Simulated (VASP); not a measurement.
Here is a VASP 6.6.1 calculation.

The input INCAR:

```
ALGO     = Normal         # electronic algorithm
EDIFF    = 1E-6           # SCF threshold, eV
ENCUT    = 520            # plane-wave cutoff, eV
GGA      = PE             # functional
ISIF     = 2              # what is computed and relaxed
ISMEAR   = 0              # smearing method
LASPH    = True           # aspherical terms in the spheres
LCHARG   = True           # write CHGCAR
LELF     = True           # ELF
LREAL    = False          # projectors in reciprocal space
LVHAR    = True         
LWAVE    = False          # write WAVECAR
NBANDS   = 11             # bands
NELM     = 80             # most SCF steps
PREC     = Accurate       # precision mode
SIGMA    = 0.02           # smearing width, eV
```

File KPOINTS:

```
k-points
0
Gamma
  10 10 10
```

Contents of POSCAR:

```
Si
1.0
    0.0000000000      2.7347606277      2.7347606277
    2.7347606277      0.0000000000      2.7347606277
    2.7347606277      2.7347606277      0.0000000000
Si
2
Direct
    0.5000000000      0.5000000000      0.5000000000
    0.7500000000      0.7500000000      0.7500000000
```

Potentials or basis: VASP PAW PBE potentials, release 64 (Si).

Command:

```console
$ cat potpaw_PBE.64/Si/POTCAR > POTCAR
$ mpirun -np 1 vasp_std > vasp.out
```

(1) Predict the pressure.

(2) What does it give for the band gap on the k mesh?

## Answers

(1) 0.0 GPa.

(2) 0.62 eV, indirect (least direct gap 2.56 eV).
